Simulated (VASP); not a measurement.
# H12CO8 in VASP: single point with PBE+D3(BJ)

Aim: the single point of H12CO8 with PBE+D3(BJ).

All numbers are computed with VASP 6.6.1; they aren't measurements. Logs are shortened: lines on timing, memory, paths and dates and some standing lists are left out, and cuts for length are marked.

## (1) The cell of the first run

The cell holds a disordered packing, 21 atoms: a = 6.266 Å, b = 6.266 Å, c = 6.266 Å, α = 90.00°, β = 90.00°, γ = 90.00°.

## (2) Single point, PBE+D3(BJ)

Contents of INCAR:

```
SYSTEM = H12CO8
PREC     = Accurate       ! precision mode
ENCUT    = 1000           ! plane-wave cutoff, eV
EDIFF    = 1E-6           ! SCF threshold, eV
ISMEAR   = -1             ! smearing method
SIGMA    = 0.02           ! smearing width, eV
LREAL    = Auto         
LASPH    = .True.         ! aspherical terms in the spheres
NELM     = 120            ! most SCF steps
ALGO     = Normal         ! electronic algorithm
ISIF     = 2              ! what is computed and relaxed
LWAVE    = .False.        ! write WAVECAR
LCHARG   = .False.        ! write CHGCAR
GGA      = PE             ! functional
IVDW     = 12             ! dispersion correction
NBANDS   = 48             ! bands
GGA_COMPAT= .False.
```

Contents of KPOINTS:

```
regular mesh
0
Gamma
  1 1 1
  0 0 0
```

Contents of POSCAR:

```
H12CO8
1.0
    6.2658270000      0.0000000000      0.0000000000
    0.0000000000      6.2658270000      0.0000000000
    0.0000000000      0.0000000000      6.2658270000
O H C
8 12 1
Direct
    0.2837988133      0.0683933783      0.8396065549
    0.4527782220      0.4275030151      0.4174915344
    1.1018339665      0.1939169864      0.2264155792
    0.2696766372      0.7100253117      0.1094269544
    0.9160502088      0.6422602841      0.8922533038
    0.9784290213      0.8854981183      0.5471460370
    0.7436154719      0.2243741905      0.8289041749
    0.6464633277      0.0524370007      1.1456381105
    0.2071728397      0.1221054171      0.9672667620
    0.1719508449      0.0285445755      0.7375183359
    0.4265891211      0.4516359662      0.5690974674
    0.5777077414      0.3353502951      0.4152039510
    1.2106786523      0.2830461209      0.2953143981
    1.0954156784      0.0654326194      0.3154153143
    0.3392446757      0.8200907759      0.0225166812
    0.3751497598      0.6394898191      0.1996981039
    0.8984722776      0.4903825138      0.8638628066
    1.0457208293      0.6508551268      0.9849531279
    0.8337498250      0.9224499232      0.5049362446
    0.9565040412      0.7821102651      0.6683474009
    0.6950061449      0.1384884966      0.9877456569
```

Potentials or basis: VASP PAW PBE potentials, release 64 (O_h, H_h, C_h).

Run with:

```bash
$ cat potpaw_PBE.64/O_h/POTCAR potpaw_PBE.64/H_h/POTCAR potpaw_PBE.64/C_h/POTCAR > POTCAR
$ mpirun -np 1 vasp_gam > vasp.out
```

OUTCAR:

```text
SYSTEM = H12CO8
   PREC = Accurate
   ENCUT = 1000
   EDIFF = 1E-6
   ISMEAR = -1
   LREAL = Auto
   LASPH = .True.
   NELM = 120
   ISIF = 2
   GGA = PE
   IVDW = 12
 IVDW          = 12

 ion  position               nearest neighbor table
   1  0.284  0.068  0.840-  10 0.98   9 0.99
   2  0.453  0.428  0.417-  12 0.97  11 0.98
   3  0.102  0.194  0.226-  14 0.98  13 0.98
   4  0.270  0.710  0.109-  16 0.98  15 0.98
   5  0.916  0.642  0.892-  17 0.97  18 1.00
   6  0.978  0.885  0.547-  19 0.97  20 1.01
   7  0.744  0.224  0.829-  21 1.17
   8  0.646  0.052  0.146-  21 1.17
   9  0.207  0.122  0.967-   1 0.99
  10  0.172  0.029  0.738-   1 0.98
  11  0.427  0.452  0.569-   2 0.98
  12  0.578  0.335  0.415-   2 0.97
  13  0.211  0.283  0.295-   3 0.98
  14  0.095  0.065  0.315-   3 0.98
  15  0.339  0.820  0.023-   4 0.98
  16  0.375  0.639  0.200-   4 0.98
  17  0.898  0.490  0.864-   5 0.97
  18  0.046  0.651  0.985-   5 1.00
  19  0.834  0.922  0.505-   6 0.97
  20  0.957  0.782  0.668-   6 1.01
  21  0.695  0.138  0.988-   8 1.17   7 1.17

  LATTYP: Found a simple cubic cell.
 ALAT       =     6.2658270000

  Lattice vectors:

 A1 = (   6.2658270000,   0.0000000000,   0.0000000000)
 A2 = (   0.0000000000,   6.2658270000,   0.0000000000)
 A3 = (   0.0000000000,   0.0000000000,   6.2658270000)

Analysis of symmetry for initial positions (statically):
=====================================================================
 Subroutine PRICEL returns:
 Original cell was already a primitive cell.

 Routine SETGRP: Setting up the symmetry group for a
 simple cubic supercell.

 Subroutine GETGRP returns: Found  1 space group operations
 (whereof  1 operations were pure point group operations)
 out of a pool of 48 trial point group operations.

The static configuration has the point symmetry C_1 .

Analysis of symmetry for dynamics (positions and initial velocities):
=====================================================================
 Subroutine PRICEL returns:
 Original cell was already a primitive cell.

 Routine SETGRP: Setting up the symmetry group for a
 simple cubic supercell.

 Subroutine GETGRP returns: Found  1 space group operations
 (whereof  1 operations were pure point group operations)
 out of a pool of 48 trial point group operations.

The dynamic configuration has the point symmetry C_1 .

 Subroutine INISYM returns: Found  1 space group operations
 (whereof  1 operations are pure point group operations),
 and found     1 'primitive' translations

----------------------------------------------------------------------------------------

                                     Primitive cell

  volume of cell :     246.0001

  direct lattice vectors                    reciprocal lattice vectors
     6.265827000  0.000000000  0.000000000     0.159595852  0.000000000  0.000000000
     0.000000000  6.265827000  0.000000000     0.000000000  0.159595852  0.000000000
     0.000000000  0.000000000  6.265827000     0.000000000  0.000000000  0.159595852

  length of vectors
     6.265827000  6.265827000  6.265827000     0.159595852  0.159595852  0.159595852

  position of ions in fractional coordinates (direct lattice)
     0.283798813  0.068393378  0.839606555
     0.452778222  0.427503015  0.417491534
     0.101833967  0.193916986  0.226415579
     0.269676637  0.710025312  0.109426954
     0.916050209  0.642260284  0.892253304
     0.978429021  0.885498118  0.547146037
[... 13 lines left out ...]
     0.956504041  0.782110265  0.668347401
     0.695006145  0.138488497  0.987745657

  ion indices of the primitive-cell ions
   primitive index   ion index
                 1           1
                 2           2
                 3           3
                 4           4
                 5           5
                 6           6
[... 13 lines left out ...]
                20          20
                21          21

----------------------------------------------------------------------------------------

 KPOINTS: regular mesh

Automatic generation of k-mesh.
 Grid dimensions read from file:
 generate k-points for:    1    1    1

 Generating k-lattice:

  Cartesian coordinates                     Fractional coordinates (reciprocal lattice)
     0.159595852  0.000000000  0.000000000     1.000000000  0.000000000  0.000000000
     0.000000000  0.159595852  0.000000000     0.000000000  1.000000000  0.000000000
     0.000000000  0.000000000  0.159595852     0.000000000  0.000000000  1.000000000

  Length of vectors
     0.159595852  0.159595852  0.159595852

  Shift w.r.t. Gamma in fractional coordinates (k-lattice)
     0.000000000  0.000000000  0.000000000

 Subroutine IBZKPT returns following result:
 ===========================================

 Found      1 irreducible k-points:

 Following reciprocal coordinates:
            Coordinates               Weight
  0.000000  0.000000  0.000000      1.000000
   k-points           NKPTS =      1   k-points in BZ     NKDIM =      1   number of bands    NBANDS=     48
   number of dos      NEDOS =    301   number of ions     NIONS =     21
   total plane-waves  NPLWV = 343000
   dimension x,y,z NGX =    70 NGY =   70 NGZ =   70
   dimension x,y,z NGXF=   140 NGYF=  140 NGZF=  140
   ions per type =               8  12   1
   NGX,Y,Z   is equivalent  to a cutoff of  18.57, 18.57, 18.57 a.u.
   NGXF,Y,Z  is equivalent  to a cutoff of  37.15, 37.15, 37.15 a.u.
 SYSTEM =  H12CO8
   PREC   = accura    normal or accurate (medium, high low for compatibility)
   ISTART =      0    job   : 0-new  1-cont  2-samecut
   ICHARG =      2    charge: 1-file 2-atom 10-const
   ISPIN  =      1    spin polarized calculation?
   LNONCOLLINEAR =      F non collinear calculations
   LSORBIT =      F    spin-orbit coupling
   LASPH  =      T    aspherical Exc in radial PAW
   ENCUT  = 1000.0 eV  73.50 Ry    8.57 a.u.  16.16 16.16 16.16*2*pi/ulx,y,z
   NELM   =    120;   NELMIN=  2; NELMDL= -5     # of ELM steps
   EDIFF  = 0.1E-05   stopping-criterion for ELM
   LREAL  =      T    real-space projection
   EDIFFG = 0.1E-04   stopping-criterion for IOM
   NSW    =      0    number of steps for IOM
   IBRION =     -1    ionic relax: 0-MD 1-quasi-New 2-CG
   NFREE  =      0    steps in history (QN), initial steepest desc. (CG)
   ISIF   =      2    stress and relaxation
   ISYM   =      2    0-nonsym 1-usesym 2-fastsym
   POTIM  = 0.5000    time-step for ionic-motion
   TEBEG  =    0.0;   TEEND  =   0.0 temperature during run
   PSTRESS=    0.0 pullay stress
   NELECT =      64.0000    total number of electrons
   NUPDOWN=      -1.0000    fix difference up-down
   EMIN   =  10.00;   EMAX   =-10.00  energy-range for DOS
   EFERMI =   0.00;   METHOD = LEGACY
   ISMEAR =    -1;   SIGMA  =   0.02  broadening in eV -4-tet -1-fermi 0-gaus
   EFERMI_NEDOS =   21; number of points for ismear=-14 and -15
   IALGO  =     38    algorithm
   IMIX   =      4    mixing-type and parameters
     AMIX     =   0.40;   BMIX     =  1.00
     AMIX_MAG =   1.60;   BMIX_MAG =  1.00
  volume/ion in A,a.u.               =      11.71        79.05
  Fermi-wavevector in a.u.,A,eV,Ry     =   1.045097  1.974946 14.860648  1.092227
  Thomas-Fermi vector in A             =   2.179878
   LORBIT       =      0    0 simple, 1 ext, 2 COOP (PROOUT), +10 PAW based schemes
   GGA     = PE    functional components
   LHFCALC =     F    Hartree Fock is set to
   AEXX    =    0.0000 exact exchange contribution
   IVDW    =    12    specifies the selected vdW correction
   LEPSILON=     F    determine dielectric tensor
   LRPA    =     F    only Hartree local field effects (RPA)
 non-spin polarized calculation
  energy-cutoff  :     1000.00
  volume of cell :      246.00
 maximum number of plane-waves:      8887
 NGX is ok and might be reduce to    70
   NGX = 33   NGY = 33   NGZ = 33

 number of electron      63.9999998 magnetization

 Free energy of the ion-electron system (eV)
  ---------------------------------------------------
  ext. energy  EPLUGINS =         0.00000000
  ---------------------------------------------------
  free energy    TOTEN  =      -111.07306110 eV

  energy without entropy =     -111.07306110  energy(sigma->0) =     -111.07306110

 E-fermi :  -2.9244     XC(G=0):  -6.6316

 val. band max:       -3.4158486864   @ k =   0.0000   0.0000   0.0000
 cond. band min:       1.2324294865   @ k =   0.0000   0.0000   0.0000
 fundamental gap:      4.6482781729
 Fermi energy:        -2.9244039877

 k-point     1 :       0.0000    0.0000    0.0000
  band No.  band energies     occupation
      1     -25.7770      2.00000
      2     -24.7907      2.00000
      3     -22.6158      2.00000
      4     -21.7947      2.00000
      5     -21.5071      2.00000
      6     -21.3994      2.00000
[... 36 lines left out ...]
     43       7.5063      0.00000
     44       7.5869      0.00000
 [bands above 44 left out]

------------------------ aborting loop because EDIFF is reached ----------------------------------------

 Edisp (eV)   -0.73691

 E8    (eV) :    -0.1589

  FORCE on cell =-STRESS in cart. coord.  units (eV):
  Direction    XX          YY          ZZ          XY          YZ          ZX
  --------------------------------------------------------------------------------------
  -------------------------------------------------------------------------------------
  Total       0.33212     0.28142    -1.28861     0.44909     0.44710    -0.23018
  in kB       2.16310     1.83285    -8.39261     2.92491     2.91191    -1.49914
  external pressure =       -1.47 kB  Pullay stress =        0.00 kB

 VOLUME and BASIS-vectors are now :
 -----------------------------------------------------------------------------
  energy-cutoff  :     1000.00
  volume of cell :      246.00
      direct lattice vectors                 reciprocal lattice vectors
     6.265827000  0.000000000  0.000000000     0.159595852  0.000000000  0.000000000
     0.000000000  6.265827000  0.000000000     0.000000000  0.159595852  0.000000000
     0.000000000  0.000000000  6.265827000     0.000000000  0.000000000  0.159595852

 POSITION                                       TOTAL-FORCE (eV/Angst)
 -----------------------------------------------------------------------------------
      1.77823      0.42854      5.26083        -0.002644      0.031028      0.039510
      2.83703      2.67866      2.61593         0.023350      0.027820      0.211139
      0.63807      1.21505      1.41868        -0.000569      0.034062      0.006513
      1.68975      4.44890      0.68565         0.178585     -0.001294     -0.002261
      5.73981      4.02429      5.59070         0.088290     -0.192849     -0.089871
      6.13067      5.54838      3.42832        -0.178245     -0.060361      0.121387
[... 13 lines left out ...]
      5.99329      4.90057      4.18775         0.061010      0.006335     -0.076701
      4.35479      0.86774      6.18904        -0.027609     -0.045576     -0.113539
 -----------------------------------------------------------------------------------
    total drift:                                0.003082     -0.003230     -0.002535

  FREE ENERGIE OF THE ION-ELECTRON SYSTEM (eV)
  ---------------------------------------------------
  free  energy   TOTEN  =      -111.8099694212 eV

  energy  without entropy=     -111.8099694211  energy(sigma->0) =     -111.80996942
```

It took 85 s on 1 thread of Intel Xeon Platinum 8488C (Sapphire Rapids), shared host; peak memory 0.64 GiB.

What came out:

```
Free energy                : -111.8100 eV
Pressure                   : -0.1 GPa
Largest force              : 0.240 eV/Å
Dispersion energy per atom : -0.035 eV
```

Forces on the atoms (eV/Å):
```
O   -0.003  0.031  0.040
O    0.023  0.028  0.211
O   -0.001  0.034  0.007
O    0.179 -0.001 -0.002
O    0.088 -0.193 -0.090
O   -0.178 -0.060  0.121
O   -0.040 -0.063  0.117
O    0.021  0.029  0.027
H    0.032 -0.019 -0.004
H    0.014 -0.002 -0.057
H   -0.034 -0.041 -0.154
H   -0.038  0.017 -0.035
H   -0.011 -0.018 -0.004
H   -0.002 -0.001 -0.019
H   -0.068 -0.016  0.028
H   -0.076  0.027 -0.009
H   -0.031  0.237  0.027
H   -0.061  0.020 -0.026
H    0.151  0.032  0.012
H    0.061  0.006 -0.077
C   -0.028 -0.046 -0.114
```

Caveat: the k points lie up to 1.00 Å⁻¹ apart, too coarse for converged energies, forces and pressures.
